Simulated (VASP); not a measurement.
Runs of VASP 6.6.1 on Ir. The structure is that of space group Fd-3m (No. 227), or close to it. The cells are those of the table. This isn't the form of Ir at room conditions, which is fcc.

| task | cell | gap on the mesh (eV) | pressure (GPa) |
| --- | --- | --- | --- |
| single point | a = 3.938 Å, angles 60.0°, 2 atoms | none | -0.4 |
| single point | a = 3.746 Å, angles 60.0°, 2 atoms | none | 38.3 |
| single point | a = 3.684 Å, angles 60.0°, 2 atoms | none | (a) |
| single point | a = 3.826 Å, angles 60.0°, 2 atoms | none | 19.0 |
| relaxation of cell and atoms | relaxed from a = 3.726 Å, angles 60.0°, 2 atoms | none | 0.0 |
| relaxation of cell and atoms | relaxed to 20 GPa from a = 3.726 Å, angles 60.0°, 2 atoms | none | 20.2 |
| relaxation of cell and atoms | relaxed to 40 GPa from a = 3.726 Å, angles 60.0°, 2 atoms | none | 39.9 |
| relaxation of cell and atoms | relaxed to 60 GPa from a = 3.726 Å, angles 60.0°, 2 atoms | none | 60.0 |

Alike in all rows: level PBE; potentials or basis VASP PAW PBE potentials, release 64 (Ir); no spin polarisation; k mesh 7 × 7 × 7; cutoff (eV) 500; smearing methfessel-paxton 0.1 eV.

Fill in the values left out.

(a) 57.3.

Caveats: spin-orbit coupling is left out, which moves the levels of the heavy elements; the cell stands under pressure (at least some runs); the cell is relaxed towards a set pressure, so the run minimises the enthalpy, not the energy (at least some runs).

A k mesh can miss the band edges, and the runs leave out spin-orbit coupling on Ir.

A gap of «none» marks levels without a gap at the run's occupations.
